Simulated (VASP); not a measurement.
## Sm2Si: single point with PBE

Sm2Si:

```
Sm Si
1.0
     0.00000    3.49885    3.49885
     3.49885    0.00000    3.49885
     3.49885    3.49885    0.00000
Sm Si
2 1
Direct
  0.25000 0.25000 0.25000
  0.75000 0.75000 0.75000
  0.00000 0.00000 0.00000
```

The cell was built from a structure type or drawn by symmetry, and may not be a known phase.

| Quantity | Value |
| --- | --- |
| Program | VASP 6.6.1 |
| Task | single point |
| Functional | PBE |
| Potentials or basis | VASP PAW PBE potentials, release 64 (Sm_3, Si), 4f in core |
| Cutoff | 500 eV |
| k mesh | 4 × 4 × 4 |
| Occupations | gaussian, width 0.1 eV |
| Spin | no spin polarisation |
| Dipole correction | no |
| Mended | yes |
| Further INCAR settings | ALGO = Normal; EDIFF = 1e-06; NBANDS = 20 |

```
Pressure               : 0.6 GPa
Band gap on the k mesh : zero (bands 13 and 14 overlap by 1.61 eV)
```

Levels at points of the mesh, in eV from the Fermi level:
| k point | band 9 | band 10 | band 11 | band 12 | band 13 | band 14 | band 15 | band 16 | band 17 | band 18 |
| --- | --- | --- | --- | --- | --- | --- | --- | --- | --- | --- |
| (0.00, 0.00, 0.00) | -7.60 | -2.35 | -2.35 | -2.35 | -0.57 | -0.57 | 1.12 | 4.73 | 4.73 | 4.73 |
| (0.50, 0.00, 0.00) | -6.73 | -2.37 | -1.40 | -1.40 | 1.04 | 1.04 | 1.48 | 2.01 | 2.27 | 2.27 |
| (0.50, 0.50, 0.00) | -6.59 | -3.12 | -0.59 | -0.52 | -0.52 | 0.01 | 0.33 | 2.73 | 2.73 | 3.12 |

Wall time 11 s on 1 thread of Intel(R) Xeon(R) Platinum 8259CL CPU @ 2.50GHz (Skylake/Cascade Lake), on a shared host, peak memory 0.2 GiB.

Caveat: the k points lie up to 0.39 Å⁻¹ apart, too coarse for converged energies and pressures of a metal; spin-orbit coupling is left out, which moves the levels of the heavy elements; the 4f electrons are frozen in the core, so they carry no moment and show no levels. Spin polarisation is off, so any magnetic state and its effect on volume and gap are missing.
